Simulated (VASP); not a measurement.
# MnO (Fm-3m) in VASP: single point with PBEsol+U

Aim: the single point of MnO with PBEsol+U.

Everything below comes from runs of VASP 6.6.1. Logs are shortened: lines on timing, memory, paths and dates and some standing lists are left out, and cuts for length are marked.

**1. The cell of the first run**

Symmetry: Fm-3m, No. 225, cubic system. Conventional cell: a = 4.444 Å, b = 4.444 Å, c = 4.444 Å, α = 90.00°, β = 90.00°, γ = 90.00°. Within 2.9 Å of Mn (site symmetry m-3m) lie 6 O at 2.22 Å. Within 2.9 Å of O (site symmetry m-3m) lie 6 Mn at 2.22 Å.

**2. Single point, PBEsol+U**

File INCAR:

```
PREC = Accurate
ENCUT = 600
EDIFF = 1E-6
ISMEAR = 0
SIGMA = 0.05
LREAL = F
LASPH = T
NELM = 200
ALGO = Normal
ISIF = 2
LWAVE = F
LCHARG = T
LMAXMIX = 4
LDAU = T
LDAUTYPE = 2
LDAUL = 2 -1
LDAUU = 8 0
LDAUJ = 0 0
LDAUPRINT = 1
GGA = PS
LELF = T
LVHAR = T
NBANDS = 27
GGA_COMPAT = F
```

File KPOINTS:

```
regular mesh
0
Gamma
  7 7 7
```

File POSCAR:

```
MnO
1.0
    0.0000000000      2.2220003300      2.2220003300
    4.4440006600      2.2220003300      2.2220003300
    4.4440006600      4.4440006600      0.0000000000
Mn O
2 2
Direct
    0.0000000000      0.0000000000      0.0000000000
    0.0000000000      0.0000000000      0.5000000000
    0.5000000000      0.5000000000      0.0000000000
    0.5000000000      0.5000000000      0.5000000000
```

Potentials or basis: VASP PAW PBE potentials, release 64 (Mn_pv, O).

The run is started by

```sh
$ cat potpaw_PBE.64/Mn_pv/POTCAR potpaw_PBE.64/O/POTCAR > POTCAR
$ mpirun -np 1 vasp_std > vasp.out
```

OUTCAR:

```text
PREC = Accurate
   ENCUT = 600
   EDIFF = 1E-6
   ISMEAR = 0
   LREAL = F
   LASPH = T
   NELM = 200
   ISIF = 2
   GGA = PS

 ion  position               nearest neighbor table
   1  0.000  0.000  0.000-   4 2.22   3 2.22   4 2.22   3 2.22   4 2.22   4 2.22   2 3.14   2 3.14
                             2 3.14   2 3.14   2 3.14   2 3.14   2 3.14   2 3.14
   2  0.000  0.000  0.500-   3 2.22   3 2.22   4 2.22   4 2.22   3 2.22   3 2.22   1 3.14   1 3.14
                             1 3.14   1 3.14   1 3.14   1 3.14   1 3.14   1 3.14
   3  0.500  0.500  0.000-   2 2.22   1 2.22   2 2.22   1 2.22   2 2.22   2 2.22
   4  0.500  0.500  0.500-   1 2.22   1 2.22   2 2.22   2 2.22   1 2.22   1 2.22

  LATTYP: Found a simple tetragonal cell.
 ALAT       =     3.1423830023
 C/A-ratio  =     1.4142135624

  Lattice vectors:

 A1 = (   0.0000000000,  -2.2220003300,   2.2220003300)
 A2 = (   0.0000000000,  -2.2220003300,  -2.2220003300)
 A3 = (   4.4440006600,   0.0000000000,   0.0000000000)

Analysis of symmetry for initial positions (statically):
=====================================================================
 Subroutine PRICEL returns following result:

  LATTYP: Found a face centered cubic cell.
 ALAT       =     4.4440006600

  Lattice vectors:

 A1 = (  -2.2220003300,   2.2220003300,   0.0000000000)
 A2 = (  -2.2220003300,   0.0000000000,   2.2220003300)
 A3 = (   0.0000000000,   2.2220003300,   2.2220003300)

   2 primitive cells build up your supercell.

 Routine SETGRP: Setting up the symmetry group for a
 simple tetragonal supercell.

 Subroutine GETGRP returns: Found 16 space group operations
 (whereof 16 operations were pure point group operations)
 out of a pool of 16 trial point group operations.

The static configuration has the point symmetry D_4h.

Analysis of symmetry for dynamics (positions and initial velocities):
=====================================================================
 Subroutine PRICEL returns following result:

  LATTYP: Found a face centered cubic cell.
 ALAT       =     4.4440006600

  Lattice vectors:

 A1 = (  -2.2220003300,   2.2220003300,   0.0000000000)
 A2 = (  -2.2220003300,   0.0000000000,   2.2220003300)
 A3 = (   0.0000000000,   2.2220003300,   2.2220003300)

   2 primitive cells build up your supercell.

 Routine SETGRP: Setting up the symmetry group for a
 simple tetragonal supercell.

 Subroutine GETGRP returns: Found 16 space group operations
 (whereof 16 operations were pure point group operations)
 out of a pool of 16 trial point group operations.

The dynamic configuration has the point symmetry D_4h.

 Subroutine INISYM returns: Found 16 space group operations
 (whereof 16 operations are pure point group operations),
 and found     2 'primitive' translations

----------------------------------------------------------------------------------------

                                     Primitive cell

  volume of cell :      21.9413

  direct lattice vectors                    reciprocal lattice vectors
    -2.222000330  2.222000330  0.000000000    -0.225022469  0.225022469 -0.225022469
[... 114 lines left out ...]
   J (eV)           for each species LDAUJ =   0.0  0.0
   GGA     = PS    functional components
   LHFCALC =     F    Hartree Fock is set to
   AEXX    =    0.0000 exact exchange contribution
   IVDW    =     0    specifies the selected vdW correction
   LEPSILON=     F    determine dielectric tensor
   LRPA    =     F    only Hartree local field effects (RPA)
 non-spin polarized calculation
 Gauss-broadening in eV      SIGMA  =   0.05
  energy-cutoff  :      600.00
  volume of cell :       43.88
 maximum number of plane-waves:      1484
 NGX is ok and might be reduce to    28
   NGX = 13   NGY = 21   NGZ = 25

atom =   1  type =  1  l = 2

 onsite density matrix

spin component  1

  0.7970 -0.0000  0.0000  0.0000  0.0000
 -0.0000  0.7971  0.0000  0.0000 -0.0000
  0.0000  0.0000  0.0735 -0.0000 -0.0000
  0.0000  0.0000 -0.0000  0.7970 -0.0000
  0.0000 -0.0000 -0.0000 -0.0000  0.0735

spin component  2

  0.7970 -0.0000  0.0000  0.0000  0.0000
 -0.0000  0.7971  0.0000  0.0000 -0.0000
  0.0000  0.0000  0.0735 -0.0000 -0.0000
  0.0000  0.0000 -0.0000  0.7970 -0.0000
  0.0000 -0.0000 -0.0000 -0.0000  0.0735

 occupancies and eigenvectors

  o =  0.0735  v =  0.0000  0.0000  0.8660  0.0000  0.5000  0.0000  0.0000  0.0000  0.0000  0.0000      0.0000  0.0000  0.0000  0.0000  0.0000  0.0000  0.0000  0.0000  0.0000  0.0000
  o =  0.0735  v =  0.0000  0.0000  0.0000  0.0000  0.0000  0.0000  0.0000  0.8660  0.0000  0.5000      0.0000  0.0000  0.0000  0.0000  0.0000  0.0000  0.0000  0.0000  0.0000  0.0000
  o =  0.0735  v =  0.0000 -0.0000 -0.5000  0.0000  0.8660  0.0000  0.0000  0.0000  0.0000  0.0000      0.0000  0.0000  0.0000  0.0000  0.0000  0.0000  0.0000  0.0000  0.0000  0.0000
  o =  0.0735  v =  0.0000  0.0000  0.0000  0.0000  0.0000  0.0000 -0.0000 -0.5000  0.0000  0.8660      0.0000  0.0000  0.0000  0.0000  0.0000  0.0000  0.0000  0.0000  0.0000  0.0000
  o =  0.7970  v =  0.0000  0.0000  0.0000  0.0000  0.0000  1.0000  0.0000  0.0000  0.0000  0.0000      0.0000  0.0000  0.0000  0.0000  0.0000  0.0000  0.0000  0.0000  0.0000  0.0000
  o =  0.7970  v =  1.0000  0.0000  0.0000  0.0000  0.0000  0.0000  0.0000  0.0000  0.0000  0.0000      0.0000  0.0000  0.0000  0.0000  0.0000  0.0000  0.0000  0.0000  0.0000  0.0000
  o =  0.7970  v =  0.0000  0.0000  0.0000  0.0000  0.0000  0.0000 -0.0000 -0.0000 -1.0000 -0.0000      0.0000  0.0000  0.0000  0.0000  0.0000  0.0000  0.0000  0.0000  0.0000  0.0000
  o =  0.7970  v =  0.0000 -0.0000 -0.0000 -1.0000 -0.0000  0.0000  0.0000  0.0000  0.0000  0.0000      0.0000  0.0000  0.0000  0.0000  0.0000  0.0000  0.0000  0.0000  0.0000  0.0000
  o =  0.7971  v =  0.0000 -1.0000  0.0000  0.0000 -0.0000  0.0000  0.0000  0.0000  0.0000  0.0000      0.0000  0.0000  0.0000  0.0000  0.0000  0.0000  0.0000  0.0000  0.0000  0.0000
  o =  0.7971  v =  0.0000  0.0000  0.0000  0.0000  0.0000  0.0000 -1.0000  0.0000  0.0000 -0.0000      0.0000  0.0000  0.0000  0.0000  0.0000  0.0000  0.0000  0.0000  0.0000  0.0000

atom =   2  type =  1  l = 2

 onsite density matrix

spin component  1

  0.7970 -0.0000 -0.0000 -0.0000 -0.0000
 -0.0000  0.7971  0.0000  0.0000  0.0000
 -0.0000  0.0000  0.0735 -0.0000 -0.0000
 -0.0000  0.0000 -0.0000  0.7970 -0.0000
 -0.0000  0.0000 -0.0000 -0.0000  0.0735

spin component  2

  0.7970 -0.0000 -0.0000 -0.0000 -0.0000
 -0.0000  0.7971  0.0000  0.0000  0.0000
 -0.0000  0.0000  0.0735 -0.0000 -0.0000
 -0.0000  0.0000 -0.0000  0.7970 -0.0000
 -0.0000  0.0000 -0.0000 -0.0000  0.0735

 occupancies and eigenvectors

  o =  0.0735  v =  0.0000  0.0000 -0.8660  0.0000 -0.5000  0.0000  0.0000  0.0000  0.0000  0.0000      0.0000  0.0000  0.0000  0.0000  0.0000  0.0000  0.0000  0.0000  0.0000  0.0000
  o =  0.0735  v =  0.0000  0.0000  0.0000  0.0000  0.0000  0.0000  0.0000 -0.8660  0.0000 -0.5000      0.0000  0.0000  0.0000  0.0000  0.0000  0.0000  0.0000  0.0000  0.0000  0.0000
  o =  0.0735  v =  0.0000 -0.0000 -0.5000 -0.0000  0.8660  0.0000  0.0000  0.0000  0.0000  0.0000      0.0000  0.0000  0.0000  0.0000  0.0000  0.0000  0.0000  0.0000  0.0000  0.0000
  o =  0.0735  v =  0.0000  0.0000  0.0000  0.0000  0.0000  0.0000 -0.0000 -0.5000 -0.0000  0.8660      0.0000  0.0000  0.0000  0.0000  0.0000  0.0000  0.0000  0.0000  0.0000  0.0000
  o =  0.7970  v =  0.0000  0.0000  0.0000  0.0000  0.0000  1.0000  0.0000  0.0000  0.0000  0.0000      0.0000  0.0000  0.0000  0.0000  0.0000  0.0000  0.0000  0.0000  0.0000  0.0000
  o =  0.7970  v =  1.0000  0.0000  0.0000  0.0000  0.0000  0.0000  0.0000  0.0000  0.0000  0.0000      0.0000  0.0000  0.0000  0.0000  0.0000  0.0000  0.0000  0.0000  0.0000  0.0000
  o =  0.7970  v =  0.0000  0.0000  0.0000  0.0000  0.0000  0.0000 -0.0000  0.0000 -1.0000  0.0000      0.0000  0.0000  0.0000  0.0000  0.0000  0.0000  0.0000  0.0000  0.0000  0.0000
  o =  0.7970  v =  0.0000 -0.0000  0.0000 -1.0000  0.0000  0.0000  0.0000  0.0000  0.0000  0.0000      0.0000  0.0000  0.0000  0.0000  0.0000  0.0000  0.0000  0.0000  0.0000  0.0000
  o =  0.7971  v =  0.0000  1.0000 -0.0000 -0.0000 -0.0000  0.0000  0.0000  0.0000  0.0000  0.0000      0.0000  0.0000  0.0000  0.0000  0.0000  0.0000  0.0000  0.0000  0.0000  0.0000
  o =  0.7971  v =  0.0000  0.0000  0.0000  0.0000  0.0000  0.0000  1.0000 -0.0000 -0.0000 -0.0000      0.0000  0.0000  0.0000  0.0000  0.0000  0.0000  0.0000  0.0000  0.0000  0.0000

 number of electron      38.0000002 magnetization

 Free energy of the ion-electron system (eV)
  ---------------------------------------------------
  ext. energy  EPLUGINS =         0.00000000
  ---------------------------------------------------
  free energy    TOTEN  =       -18.18732798 eV

  energy without entropy =      -18.15693337  energy(sigma->0) =      -18.17213067

 E-fermi :   4.9984     XC(G=0): -12.1931

 val. band max:        4.9983866021   @ k =   0.2857   0.2857   0.0000
 cond. band min:       5.0041932596   @ k =   0.0000   0.2857   0.2857
 fundamental gap:      0.0058066576
 Fermi energy:         4.9983921027

 k-point     1 :       0.0000    0.0000    0.0000
  band No.  band energies     occupation
      1     -41.0319      2.00000
      2     -40.9941      2.00000
      3     -40.9940      2.00000
      4     -40.9682      2.00000
      5     -40.9682      2.00000
      6     -40.9680      2.00000
[... 709 lines left out ...]
     26      13.1709      0.00000
     27      16.4273      0.00000

 [... further k-points ...]

------------------------ aborting loop because EDIFF is reached ----------------------------------------

  FORCE on cell =-STRESS in cart. coord.  units (eV):
  Direction    XX          YY          ZZ          XY          YZ          ZX
  --------------------------------------------------------------------------------------
  -------------------------------------------------------------------------------------
  Total       -7.3352016     -7.3323552     -7.3323552     -0.0000000      0.0000000      0.0000000
  in kB     -267.8121576   -267.7082346   -267.7082346     -0.0000000      0.0000000      0.0000000
  external PRESSURE =    -267.7428756 kB  Pullay stress =       0.0000000 kB

 VOLUME and BASIS-vectors are now :
 -----------------------------------------------------------------------------
  energy-cutoff  :      600.00
  volume of cell :       43.88
      direct lattice vectors                 reciprocal lattice vectors
     0.000000000  2.222000330  2.222000330    -0.225022469  0.225022469  0.225022469
     4.444000660  2.222000330  2.222000330     0.225022469 -0.225022469  0.225022469
     4.444000660  4.444000660  0.000000000     0.000000000  0.225022469 -0.225022469

 POSITION                                       TOTAL-FORCE (eV/Angst)
 -----------------------------------------------------------------------------------
      0.00000      0.00000      0.00000         0.000000     -0.000000      0.000000
      2.22200      2.22200      0.00000         0.000000     -0.000000      0.000000
      2.22200      2.22200      2.22200        -0.000000      0.000000     -0.000000
      4.44400      4.44400      2.22200        -0.000000      0.000000     -0.000000
 -----------------------------------------------------------------------------------
    total drift:                                0.000000      0.000000      0.000000

  FREE ENERGIE OF THE ION-ELECTRON SYSTEM (eV)
  ---------------------------------------------------
  free  energy   TOTEN  =       -18.1873279801 eV

  energy  without entropy=      -18.1569333668  energy(sigma->0) =      -18.17213067
```

It took 4.3 min on 1 thread of Intel Xeon 8259CL, shared host; peak memory 0.26 GiB.

What came out:

```
Free energy            : -18.1873 eV
Pressure               : -26.8 GPa
Band gap on the k mesh : zero (bands 19 and 20 overlap by 0.18 eV)
```

Eigenvalues of the final occupation matrices:
| site | spin | trace | eigenvalues |
| --- | --- | --- | --- |
| site 1 d | 1 | 2.54 | 0.07 0.07 0.80 0.80 0.80 |
| site 1 d | 2 | 2.54 | 0.07 0.07 0.80 0.80 0.80 |
| site 2 d | 1 | 2.54 | 0.07 0.07 0.80 0.80 0.80 |
| site 2 d | 2 | 2.54 | 0.07 0.07 0.80 0.80 0.80 |

Caveat: the cell stands under tension; the PAW data sets were made with another functional, which shifts forces and pressure a little; the run has no spin polarisation, though such a crystal can be magnetic; U without spin polarisation on a metal has little footing.
